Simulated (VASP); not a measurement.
The system is RbBr.

```
CELL_PARAMETERS angstrom
0.00000 3.46083 3.46083
3.46083 0.00000 3.46083
3.46083 3.46083 0.00000
ATOMIC_POSITIONS crystal
Rb 0.00000 0.00000 0.00000
Br 0.50000 0.50000 0.50000
```

Base run:

* Program: VASP 6.6.1
* Functional: PBE
* Potentials or basis: VASP PAW PBE potentials, release 64 (Rb_sv, Br)
* Cutoff: 520 eV
* k mesh: 4 × 4 × 4
* Occupations: gaussian, width 0.01 eV
* Spin: no spin polarisation

Its results: band gap on the k mesh 4.29 eV; pressure 0.6 GPa.

The run is repeated on the same cell with these changes: functional from PBE to HSE06; further incar settings from ALGO = Normal; EDIFF = 1e-07; NBANDS = 15 to ALGO = Normal; EDIFF = 1e-06; NBANDS = 15. What comes out?

Band gap on the k mesh 5.44 eV; pressure 0.3 GPa.

Caveats: the PAW data sets were made with another functional, which shifts forces and pressure a little (at least some runs).

